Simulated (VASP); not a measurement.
# ZnS (P1) in VASP: a series of runs, part 2 of 2

VASP 6.6.1. The steps go on from the part before.

**3. Single point, PBEsol**

INCAR

```
SYSTEM = ZnS
ALGO     = Normal         ! electronic algorithm
EDIFF    = 1E-6           ! SCF threshold, eV
ENCUT    = 520            ! plane-wave cutoff, eV
GGA      = PS             ! functional
ISIF     = 2              ! what is computed and relaxed
ISMEAR   = -1             ! smearing method
LASPH    = .TRUE.         ! aspherical terms in the spheres
LCHARG   = .TRUE.         ! write CHGCAR
LELF     = .TRUE.         ! ELF
LREAL    = Auto         
LVHAR    = .TRUE.       
LWAVE    = .FALSE.        ! write WAVECAR
NBANDS   = 86             ! bands
NELM     = 80             ! most SCF steps
PREC     = Accurate       ! precision mode
SIGMA    = 0.0388         ! smearing width, eV
```

KPOINTS

```
Automatic mesh
0
Gamma
  2 2 2
  0.5 0.5 0.5
```

POSCAR

```
ZnS
1.0
   -1.9118300000     -3.3113866955      6.2547111156
   -1.9118300000     -3.3113866955     -6.2547111156
    7.6473200002      0.0000000000      0.0000000000
Zn S
8 8
Direct
    0.1575033609      0.1658928771      0.8459261061
    0.1739922448      0.1684078142      0.3228806569
    0.6443610397      0.6345466776      0.8226038849
    0.6789361006      0.6687153248      0.3389563173
    0.6071711694      0.0856938478      0.1636959256
    0.5843319873      0.0725390459      0.6669550571
    0.0936772858      0.6164288469      0.1822561639
    0.0778779375      0.5746936885      0.6628514318
    0.3625263547      0.9910700120      0.8378519719
    0.3805509216      0.9924201078      0.3299921022
    0.8599141737      0.4807652480      0.8385417556
    0.8463849066      0.4796728462      0.3323925236
    0.7749793844      0.8888169361      0.1636100908
    0.7654125122      0.8782732003      0.6738025420
    0.2620000052      0.4074500481      0.1642949027
    0.2518280460      0.3682100797      0.6470224196
```

Potentials or basis: VASP PAW PBE potentials, release 64 (Zn, S).

Run with:

```sh
cat potpaw_PBE.64/Zn/POTCAR potpaw_PBE.64/S/POTCAR > POTCAR
mpirun -np 1 vasp_std > vasp.out
```

OUTCAR:

```text
SYSTEM = ZnS
   EDIFF = 1E-6
   ENCUT = 520
   GGA = PS
   ISIF = 2
   ISMEAR = -1
   LASPH = .TRUE.
   LREAL = Auto
   NELM = 80
   PREC = Accurate

 ion  position               nearest neighbor table
   1  0.158  0.166  0.846-  15 2.28  14 2.34   9 2.38  16 2.40
   2  0.174  0.168  0.323-  16 2.29  15 2.33  13 2.37  10 2.39
   3  0.644  0.635  0.823-  11 2.32  16 2.32  14 2.33  13 2.39
   4  0.679  0.669  0.339-  12 2.23  13 2.34  14 2.35  15 2.45
   5  0.607  0.086  0.164-  13 2.28  12 2.31  10 2.32   9 2.35
   6  0.584  0.073  0.667-   9 2.31  14 2.35  10 2.37  11 2.41
[... 8 lines left out ...]
  15  0.262  0.407  0.164-   1 2.28   2 2.33   7 2.36   4 2.45
  16  0.252  0.368  0.647-   2 2.29   3 2.32   8 2.38   1 2.40

  LATTYP: Found a face centered orthorhombic cell.
 ALAT       =     7.6473200001
 B/A-ratio  =     1.6357916539
 C/A-ratio  =     1.7320508076

  Lattice vectors:

 A1 = (   5.7354900002,  -3.3113866955,  -6.2547111156)
 A2 = (   3.8236600002,  -6.6227733910,   0.0000000000)
 A3 = (  -1.9118300000,  -3.3113866955,  -6.2547111156)

Analysis of symmetry for initial positions (statically):
[... 186 lines left out ...]

 k-point     1 :       0.2500    0.2500    0.2500
  band No.  band energies     occupation
      1     -10.6586      2.00000
      2     -10.5231      2.00000
      3     -10.4812      2.00000
      4     -10.4584      2.00000
      5     -10.0101      2.00000
      6      -9.9680      2.00000
[... 337 lines left out ...]
     83       7.7024      0.00000
     84       7.7465      0.00000
 [bands above 84 left out]

------------------------ aborting loop because EDIFF is reached ----------------------------------------

  FORCE on cell =-STRESS in cart. coord.  units (eV):
  Direction    XX          YY          ZZ          XY          YZ          ZX
  --------------------------------------------------------------------------------------
  -------------------------------------------------------------------------------------
  Total       -3.9172467     -5.1993690     -2.8224203      0.6098654      0.3479038     -0.4260294
  in kB      -19.8123087    -26.2969155    -14.2749916      3.0845242      1.7595976     -2.1547342
  external PRESSURE =     -20.1280720 kB  Pullay stress =       0.0000000 kB

 VOLUME and BASIS-vectors are now :
 -----------------------------------------------------------------------------
  energy-cutoff  :      520.00
  volume of cell :      316.78
      direct lattice vectors                 reciprocal lattice vectors
    -1.911830000 -3.311386695  6.254711116     0.000000000 -0.150994144  0.079939743
    -1.911830000 -3.311386695 -6.254711116     0.000000000 -0.150994144 -0.079939743
     7.647320000  0.000000000  0.000000000     0.130764765 -0.075497072  0.000000000

 POSITION                                       TOTAL-FORCE (eV/Angst)
 -----------------------------------------------------------------------------------
      5.85079     -1.07089     -0.05247        -0.399930      0.066156      0.208799
      1.81456     -1.13382      0.03493        -0.198263      0.155358      0.191255
      3.84566     -4.23496      0.06139         0.129350     -0.178297     -0.082924
      0.01563     -4.46260      0.06393         0.089270      0.288360     -0.858113
     -0.07281     -2.29434      3.26169        -0.223350      0.252835     -0.208523
      3.84459     -2.17515      3.20112        -0.105362     -0.258894     -0.083295
[... 8 lines left out ...]
     -0.02346     -2.21681     -0.90975         0.268488     -0.394344      0.398647
      3.76258     -2.05319     -0.72794         0.590883     -0.314580     -0.390313
 -----------------------------------------------------------------------------------
    total drift:                               -0.000489     -0.005882      0.001039

  FREE ENERGIE OF THE ION-ELECTRON SYSTEM (eV)
  ---------------------------------------------------
  free  energy   TOTEN  =       -60.3675608531 eV

  energy  without entropy=      -60.3675608531  energy(sigma->0) =      -60.36756085
```

Wall time 2.6 min (1 thread of Intel Xeon 6975P-C (Granite Rapids), shared host); peak memory 0.44 GiB.

What came out:

- Free energy: -60.3676 eV
- Pressure: -2.0 GPa
- Largest force: 0.943 eV/Å
- Band gap on the k mesh: 3.58 eV

Forces on the atoms (eV/Å):
```
Zn  -0.400  0.066  0.209
Zn  -0.198  0.155  0.191
Zn   0.129 -0.178 -0.083
Zn   0.089  0.288 -0.858
Zn  -0.223  0.253 -0.209
Zn  -0.105 -0.259 -0.083
Zn  -0.096  0.490  0.209
Zn   0.002 -0.380 -0.035
S    0.090  0.583  0.186
S    0.488  0.033 -0.506
S   -0.010  0.267  0.170
S   -0.154 -0.508  0.779
S   -0.125  0.032  0.292
S   -0.346 -0.133 -0.270
S    0.268 -0.394  0.399
S    0.591 -0.315 -0.390
```

Caveat: the atoms stand as in a frame of molecular dynamics; the PAW data sets were made with another functional, which shifts forces and pressure a little; a shifted mesh leaves out Γ, where band edges can lie. A k mesh can miss the band edges.
